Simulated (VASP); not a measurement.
Crystal: BaF2.

```xyz
3
Lattice="0.0000 3.1229 3.1229 3.1229 0.0000 3.1229 3.1229 3.1229 0.0000" Properties=species:S:1:pos:R:3 pbc="T T T"
Ba    0.0000    0.0000    0.0000
F     4.6844    4.6844    4.6844
F     1.5615    1.5615    1.5615
```

* Program: VASP 6.6.1
* Task: relaxation of cell and atoms
* Functional: PBEsol
* Potentials or basis: VASP PAW PBE potentials, release 64 (Ba_sv, F)
* Cutoff: 600 eV
* k mesh: 6 × 6 × 6
* Occupations: fermi-dirac, width 0.02 eV
* Spin: no spin polarisation

At the start: pressure -1.9 GPa; volume 20.30 Å³/atom.

**Question.** How do energy, volume and symmetry change on relaxing?

**Answer.** Over 3 steps the energy falls by 4.2 meV/atom and the volume is 19.63 Å³/atom (-3.3 %); space group Fm-3m (No. 225, to 0.1 Å) before and after.

The path:
```csv
step,energy change (eV),largest force (eV/Å),pressure (GPa),volume (Å³)
1,0.0000,0.0000,-1.92,60.91
2,-0.0125,0.0000,0.09,58.80
3,-0.0125,0.0000,0.00,58.88
```

Final structure:
```
Ba F
1.0
     0.00000    3.08775    3.08775
     3.08775    0.00000    3.08775
     3.08775    3.08775    0.00000
Ba F
1 2
Direct
  0.00000 0.00000 0.00000
  0.75000 0.75000 0.75000
  0.25000 0.25000 0.25000
```

Caveat: the PAW data sets were made with another functional, which shifts forces and pressure a little.
